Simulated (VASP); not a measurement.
# TaN (I4/mmm) in VASP: a series of runs

The runs below take TaN through single point, with PBE.

Everything below comes from runs of VASP 6.6.1. Logs are shortened: lines on timing, memory, paths and dates and some standing lists are left out, and cuts for length are marked.

### 1 The cell of the first run

Symmetry: I4/mmm, No. 139, tetragonal system. Conventional cell: a = 3.020 Å, b = 3.020 Å, c = 4.358 Å, α = 90.00°, β = 90.00°, γ = 90.00°. Ta (site symmetry 4/mmm) has 6 N at 2.14 to 2.18 Å within 2.8 Å. Within 2.8 Å of N (site symmetry 4/mmm) lie 6 Ta at 2.14 to 2.18 Å.

### 2 Single point, PBE (strain -0.0200 x Voigt [1, 1, 0, 0, 0, 0])

Input file INCAR:

```
ALGO = Normal
EDIFF = 1E-6
ENCUT = 520
GGA = PE
ISIF = 2
ISMEAR = 0
LASPH = T
LCHARG = F
LREAL = F
LWAVE = F
NBANDS = 15
NELM = 60
PREC = Accurate
SIGMA = 0.15
```

Input file KPOINTS:

```
k-points
0
Gamma
  18 18 18
```

Input file POSCAR:

```
TaN
1.0
    0.0000000000      2.1354200000      2.1790000000
    2.1354200000      0.0000000000      2.1790000000
    2.1354200000      2.1354200000      0.0000000000
Ta N
1 1
Direct
    0.5000000000      0.5000000000      0.5000000000
    0.0000000000      0.0000000000      0.0000000000
```

Potentials or basis: VASP PAW PBE potentials, release 64 (Ta_pv, N).

Launch:

```console
$ cat potpaw_PBE.64/Ta_pv/POTCAR potpaw_PBE.64/N/POTCAR > POTCAR
$ mpirun -np 1 vasp_std > vasp.out
```

OUTCAR:

```text
EDIFF = 1E-6
   ENCUT = 520
   GGA = PE
   ISIF = 2
   ISMEAR = 0
   LASPH = T
   LREAL = F
   NELM = 60
   PREC = Accurate

 ion  position               nearest neighbor table
   1  0.500  0.500  0.500-   2 2.14   2 2.14   2 2.14   2 2.14   2 2.18   2 2.18
   2  0.000  0.000  0.000-   1 2.14   1 2.14   1 2.14   1 2.14   1 2.18   1 2.18

  LATTYP: Found a body centered tetragonal cell.
 ALAT       =     3.0199399254
 C/A-ratio  =     1.4430750636

  Lattice vectors:

 A1 = (  -2.1354200000,   0.0000000000,   2.1790000000)
 A2 = (   2.1354200000,   0.0000000000,   2.1790000000)
 A3 = (   0.0000000000,   2.1354200000,  -2.1790000000)

Analysis of symmetry for initial positions (statically):
=====================================================================
 Subroutine PRICEL returns:
 Original cell was already a primitive cell.

 Routine SETGRP: Setting up the symmetry group for a
 body centered tetragonal supercell.

 Subroutine GETGRP returns: Found 16 space group operations
 (whereof 16 operations were pure point group operations)
 out of a pool of 16 trial point group operations.

The static configuration has the point symmetry D_4h.

Analysis of symmetry for dynamics (positions and initial velocities):
=====================================================================
 Subroutine PRICEL returns:
 Original cell was already a primitive cell.

 Routine SETGRP: Setting up the symmetry group for a
 body centered tetragonal supercell.

 Subroutine GETGRP returns: Found 16 space group operations
 (whereof 16 operations were pure point group operations)
 out of a pool of 16 trial point group operations.

The dynamic configuration has the point symmetry D_4h.

 Subroutine INISYM returns: Found 16 space group operations
 (whereof 16 operations are pure point group operations),
 and found     1 'primitive' translations

----------------------------------------------------------------------------------------

                                     Primitive cell

  volume of cell :      19.8726

  direct lattice vectors                    reciprocal lattice vectors
     0.000000000  2.135420000  2.179000000    -0.234145976  0.234145976  0.229463056
     2.135420000  0.000000000  2.179000000     0.234145976 -0.234145976  0.229463056
     2.135420000  2.135420000  0.000000000     0.234145976  0.234145976 -0.229463056

  length of vectors
     3.050911270  3.050911270  3.019939925     0.402867187  0.402867187  0.402867187

  position of ions in fractional coordinates (direct lattice)
     0.500000000  0.500000000  0.500000000
     0.000000000  0.000000000  0.000000000

  ion indices of the primitive-cell ions
   primitive index   ion index
                 1           1
                 2           2

----------------------------------------------------------------------------------------

 KPOINTS: k-points

Automatic generation of k-mesh.
 Grid dimensions read from file:
 generate k-points for:   18   18   18

 Generating k-lattice:

  Cartesian coordinates                     Fractional coordinates (reciprocal lattice)
    -0.013008110  0.013008110  0.012747948     0.055555556  0.000000000  0.000000000
     0.013008110 -0.013008110  0.012747948     0.000000000  0.055555556  0.000000000
     0.013008110  0.013008110 -0.012747948     0.000000000  0.000000000  0.055555556

  Length of vectors
     0.022381510  0.022381510  0.022381510

  Shift w.r.t. Gamma in fractional coordinates (k-lattice)
     0.000000000  0.000000000  0.000000000

 Subroutine IBZKPT returns following result:
 ===========================================

 Found    480 irreducible k-points:

 Following reciprocal coordinates:
            Coordinates               Weight
  0.000000  0.000000  0.000000      1.000000
  0.055556  0.000000  0.000000      8.000000
  0.111111  0.000000  0.000000      8.000000
  0.166667  0.000000  0.000000      8.000000
  0.222222  0.000000  0.000000      8.000000
  0.277778  0.000000  0.000000      8.000000
[... 16 lines left out ...]
 -0.277778  0.055556  0.000000      8.000000
 -0.222222  0.055556  0.000000      8.000000
 [... further k-points ...]
   k-points           NKPTS =    480   k-points in BZ     NKDIM =    480   number of bands    NBANDS=     15
   number of dos      NEDOS =    301   number of ions     NIONS =      2
   total plane-waves  NPLWV =  13824
   dimension x,y,z NGX =    24 NGY =   24 NGZ =   24
   dimension x,y,z NGXF=    48 NGYF=   48 NGZF=   48
   ions per type =               1   1
   NGX,Y,Z   is equivalent  to a cutoff of  13.08, 13.08, 13.21 a.u.
   NGXF,Y,Z  is equivalent  to a cutoff of  26.16, 26.16, 26.42 a.u.
 SYSTEM =  unknown system
   PREC   = accura    normal or accurate (medium, high low for compatibility)
   ISTART =      0    job   : 0-new  1-cont  2-samecut
   ICHARG =      2    charge: 1-file 2-atom 10-const
   ISPIN  =      1    spin polarized calculation?
   LNONCOLLINEAR =      F non collinear calculations
   LSORBIT =      F    spin-orbit coupling
   LASPH  =      T    aspherical Exc in radial PAW
   ENCUT  =  520.0 eV  38.22 Ry    6.18 a.u.   5.67  5.67  5.62*2*pi/ulx,y,z
   NELM   =     60;   NELMIN=  2; NELMDL= -5     # of ELM steps
   EDIFF  = 0.1E-05   stopping-criterion for ELM
   LREAL  =      F    real-space projection
   EDIFFG = 0.1E-04   stopping-criterion for IOM
   NSW    =      0    number of steps for IOM
   IBRION =     -1    ionic relax: 0-MD 1-quasi-New 2-CG
   NFREE  =      0    steps in history (QN), initial steepest desc. (CG)
   ISIF   =      2    stress and relaxation
   ISYM   =      2    0-nonsym 1-usesym 2-fastsym
   POTIM  = 0.5000    time-step for ionic-motion
   TEBEG  =    0.0;   TEEND  =   0.0 temperature during run
   PSTRESS=    0.0 pullay stress
   NELECT =      16.0000    total number of electrons
   NUPDOWN=      -1.0000    fix difference up-down
   EMIN   =  10.00;   EMAX   =-10.00  energy-range for DOS
   EFERMI =   0.00;   METHOD = LEGACY
   ISMEAR =     0;   SIGMA  =   0.15  broadening in eV -4-tet -1-fermi 0-gaus
   EFERMI_NEDOS =   21; number of points for ismear=-14 and -15
   IALGO  =     38    algorithm
   IMIX   =      4    mixing-type and parameters
     AMIX     =   0.40;   BMIX     =  1.00
     AMIX_MAG =   1.60;   BMIX_MAG =  1.00
  volume/ion in A,a.u.               =       9.94        67.05
  Fermi-wavevector in a.u.,A,eV,Ry     =   1.522989  2.878033 31.558668  2.319497
  Thomas-Fermi vector in A             =   2.631494
   LORBIT       =      0    0 simple, 1 ext, 2 COOP (PROOUT), +10 PAW based schemes
   GGA     = PE    functional components
   LHFCALC =     F    Hartree Fock is set to
   AEXX    =    0.0000 exact exchange contribution
   IVDW    =     0    specifies the selected vdW correction
   LEPSILON=     F    determine dielectric tensor
   LRPA    =     F    only Hartree local field effects (RPA)
 non-spin polarized calculation
 Gauss-broadening in eV      SIGMA  =   0.15
  energy-cutoff  :      520.00
  volume of cell :       19.87
 maximum number of plane-waves:       550
   NGX = 11   NGY = 11   NGZ = 11

 number of electron      15.9999997 magnetization

 Free energy of the ion-electron system (eV)
  ---------------------------------------------------
  ext. energy  EPLUGINS =         0.00000000
  ---------------------------------------------------
  free energy    TOTEN  =       -21.65220894 eV

  energy without entropy =      -21.64351605  energy(sigma->0) =      -21.64786250

 E-fermi :  10.3480     XC(G=0): -13.8160

 val. band max:       10.3470819579   @ k =  -0.3333   0.3333   0.1667
 cond. band min:      10.3490786855   @ k =   0.2778   0.0000   0.0556
 fundamental gap:      0.0019967275
 Fermi energy:        10.3479761553

 k-point     1 :       0.0000    0.0000    0.0000
  band No.  band energies     occupation
      1     -25.3173      2.00000
      2     -25.3060      2.00000
      3     -25.3060      2.00000
      4      -9.1000      2.00000
      5       6.2326      2.00000
      6       6.3445      2.00000
      7       6.3445      2.00000
      8       7.8567      2.00000
      9       8.1205      2.00000
     10       8.1205      2.00000
     11      10.1827      1.88074
     12      10.5666      0.03928
     13      12.5410      0.00000
     14      19.7665      0.00000
     15      22.8564      0.00000

 k-point     2 :       0.0556    0.0000    0.0000
  band No.  band energies     occupation
      1     -25.3470      2.00000
      2     -25.3165      2.00000
      3     -25.3086      2.00000
      4      -9.0135      2.00000
      5       5.8469      2.00000
      6       5.9821      2.00000
      7       6.0439      2.00000
      8       8.0408      2.00000
      9       8.2512      2.00000
     10       8.3005      2.00000
     11      10.5229      0.09902
     12      10.9164      0.00000
     13      12.7690      0.00000
     14      20.0229      0.00000
     15      22.8562      0.00000

 k-point     3 :       0.1111    0.0000    0.0000
  band No.  band energies     occupation
      1     -25.4504      2.00000
      2     -25.3276      2.00000
      3     -25.3161      2.00000
      4      -8.7620      2.00000
      5       4.9402      2.00000
      6       5.3094      2.00000
      7       5.3873      2.00000
      8       8.4059      2.00000
      9       8.5651      2.00000
     10       8.6185      2.00000
     11      11.3726      0.00000
     12      11.7913      0.00000
     13      13.3757      0.00000
     14      20.7482      0.00000
     15      22.8560      0.00000
[... 343 lines left out ...]
 k-point    23 :      -0.2778    0.0556    0.0000
  band No.  band energies     occupation
      1     -26.0446      2.00000
      2     -25.4276      2.00000
      3     -25.3475      2.00000
      4      -7.0578      2.00000
      5       1.4040      2.00000
      6       3.0095      2.00000
      7       3.3234      2.00000
      8       9.8327      2.00000
      9      10.2030      1.82834
     10      11.2370      0.00000
     11      14.2052      0.00000
     12      16.3484      0.00000
     13      16.5708      0.00000
     14      22.8385      0.00000
     15      23.4877      0.00000

 k-point    24 :      -0.2222    0.0556    0.0000
  band No.  band energies     occupation
      1     -25.8640      2.00000
      2     -25.4064      2.00000
      3     -25.3318      2.00000
      4      -7.6180      2.00000
      5       2.3426      2.00000
      6       3.5146      2.00000
      7       3.8853      2.00000
      8       9.3551      2.00000
      9       9.5239      2.00000
     10      10.4622      0.28136
     11      13.0749      0.00000
     12      15.3442      0.00000
     13      15.7449      0.00000
     14      22.8492      0.00000
     15      23.3000      0.00000

 [... further k-points ...]

------------------------ aborting loop because EDIFF is reached ----------------------------------------

  FORCE on cell =-STRESS in cart. coord.  units (eV):
  Direction    XX          YY          ZZ          XY          YZ          ZX
  --------------------------------------------------------------------------------------
  -------------------------------------------------------------------------------------
  Total        4.8360556      4.8360556      2.7714735      0.0000000      0.0000000     -0.0000000
  in kB      389.8953307    389.8953307    223.4433736      0.0000000      0.0000000     -0.0000000
  external PRESSURE =     334.4113450 kB  Pullay stress =       0.0000000 kB

 VOLUME and BASIS-vectors are now :
 -----------------------------------------------------------------------------
  energy-cutoff  :      520.00
  volume of cell :       19.87
      direct lattice vectors                 reciprocal lattice vectors
     0.000000000  2.135420000  2.179000000    -0.234145976  0.234145976  0.229463056
     2.135420000  0.000000000  2.179000000     0.234145976 -0.234145976  0.229463056
     2.135420000  2.135420000  0.000000000     0.234145976  0.234145976 -0.229463056

 POSITION                                       TOTAL-FORCE (eV/Angst)
 -----------------------------------------------------------------------------------
      2.13542      2.13542      2.17900        -0.000000     -0.000000      0.000000
      0.00000      0.00000      0.00000         0.000000      0.000000      0.000000
 -----------------------------------------------------------------------------------
    total drift:                                0.000000     -0.000000     -0.000000

  FREE ENERGIE OF THE ION-ELECTRON SYSTEM (eV)
  ---------------------------------------------------
  free  energy   TOTEN  =       -21.6522089426 eV

  energy  without entropy=      -21.6435160511  energy(sigma->0) =      -21.64786250
```

Wall time 37 s (1 thread of Intel Xeon 6975P-C (Granite Rapids), shared host); peak memory 0.26 GiB.

Results:

| Quantity | Value |
| --- | --- |
| Free energy | -21.6522 eV |
| Pressure | 33.4 GPa |
| Band gap on the k mesh | zero (bands 8 and 9 overlap by 4.26 eV) |

Stress tensor (GPa, compression positive):
```
38.99  0.00  0.00
 0.00 38.99  0.00
 0.00  0.00 22.34
```

Caveat: the cell differs from its parent crystal (strain -0.0200 x Voigt [1, 1, 0, 0, 0, 0]); the stress differs along the axes, from 22 to 39 GPa; spin-orbit coupling is left out, which moves the levels of the heavy elements.

### 3 Single point, PBE (strain -0.0100 x Voigt [1, 1, 0, 0, 0, 0])

Input file INCAR:

```
SYSTEM = TaN
PREC     = Accurate       ! precision mode
ENCUT    = 520            ! plane-wave cutoff, eV
EDIFF    = 1E-6           ! SCF threshold, eV
ISMEAR   = 0              ! smearing method
SIGMA    = 0.15           ! smearing width, eV
LREAL    = .False.        ! projectors in reciprocal space
LASPH    = .True.         ! aspherical terms in the spheres
NELM     = 80             ! most SCF steps
ALGO     = Normal         ! electronic algorithm
ISIF     = 2              ! what is computed and relaxed
LWAVE    = .False.        ! write WAVECAR
LCHARG   = .False.        ! write CHGCAR
GGA      = PE             ! functional
NBANDS   = 15             ! bands
```

Input file KPOINTS:

```
Automatic mesh
0
Gamma
  18 18 18
  0 0 0
```

Input file POSCAR:

```
TaN
1.0
    0.0000000000      2.1572100000      2.1790000000
    2.1572100000      0.0000000000      2.1790000000
    2.1572100000      2.1572100000      0.0000000000
Ta N
1 1
Direct
    0.5000000000      0.5000000000      0.5000000000
    0.0000000000      0.0000000000      0.0000000000
```

Potentials or basis: VASP PAW PBE potentials, release 64 (Ta_pv, N).

Launch:

```console
$ cat potpaw_PBE.64/Ta_pv/POTCAR potpaw_PBE.64/N/POTCAR > POTCAR
$ mpirun -np 1 vasp_std > vasp.out
```

It took 34 s on 1 thread of Intel Xeon 6975P-C (Granite Rapids), shared host; peak memory 0.26 GiB.

Results (log left out):

| Item | Value |
| --- | --- |
| Free energy | -21.7356 eV |
| Pressure | 24.0 GPa |
| Band gap on the k mesh | zero (bands 8 and 9 overlap by 4.21 eV) |

Stress tensor (GPa, compression positive):
```
26.50  0.00  0.00
 0.00 26.50  0.00
 0.00  0.00 18.87
```

Levels at points of the mesh, in eV from the Fermi level:
```
           k point  band 5  band 6  band 7  band 8  band 9  band 10  band 11  band 12
(0.00, 0.00, 0.00)   -4.01   -3.96   -3.96   -2.34   -2.21    -2.21    -0.04     0.14
(0.50, 0.00, 0.00)  -10.79   -7.95   -7.95    2.00    2.07     2.15     3.97     7.89
(0.50, 0.50, 0.00)   -6.83   -5.80   -4.73   -4.73    2.26     3.81     3.81     5.02
(0.50, 0.00, 0.50)   -6.71   -5.82   -4.81   -4.76    2.26     3.74     3.88     5.06
```

Caveat: the cell differs from its parent crystal (strain -0.0100 x Voigt [1, 1, 0, 0, 0, 0]); the stress differs along the axes, from 19 to 26 GPa; spin-orbit coupling is left out, which moves the levels of the heavy elements.

(Part 1 of 2 ends here.)
